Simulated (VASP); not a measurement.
NaF, 2 atoms in the cell. The structure is tetragonal, space group P4/mmm (No. 123). Conventional cell: a = 2.793 Å, b = 2.793 Å, c = 2.673 Å, α = 90.00°, β = 90.00°, γ = 90.00°. Na (site symmetry 4/mmm) has 8 F at 2.38 Å and 6 Na at 2.67 to 2.79 Å within 3.2 Å. F (site symmetry 4/mmm) has 8 Na at 2.38 Å and 6 F at 2.67 to 2.79 Å within 3.2 Å.  This cell differs from its parent crystal: uniaxial x strain -4.3%.

```yaml
Program: VASP 6.6.1
Task: single point
Functional: PBE
Potentials_or_basis: VASP PAW PBE potentials, release 64 (Na_pv, F)
Cutoff: 520 eV
k_mesh: 10 × 10 × 10
Occupations: fermi-dirac, width 0.02 eV
Spin: no spin polarisation
Dipole_correction: no
Further_INCAR_settings: ALGO = Normal; EDIFF = 1e-07; NBANDS = 14
```

Potentials or basis: VASP PAW PBE potentials, release 64 (Na_pv, F).

Command:

```console
$ cat potpaw_PBE.64/Na_pv/POTCAR potpaw_PBE.64/F/POTCAR > POTCAR
$ mpirun -np 1 vasp_std > vasp.out
```

Hardware: 1 thread of Intel Xeon 8259CL, on a shared host.

Question: How long does it take, and how much memory?

Answer: Run time: 29 s on 1 thread of Intel Xeon 8259CL, with other jobs on the host, peak memory 0.15 GiB. Counts: scf iterations 13, k points 126.
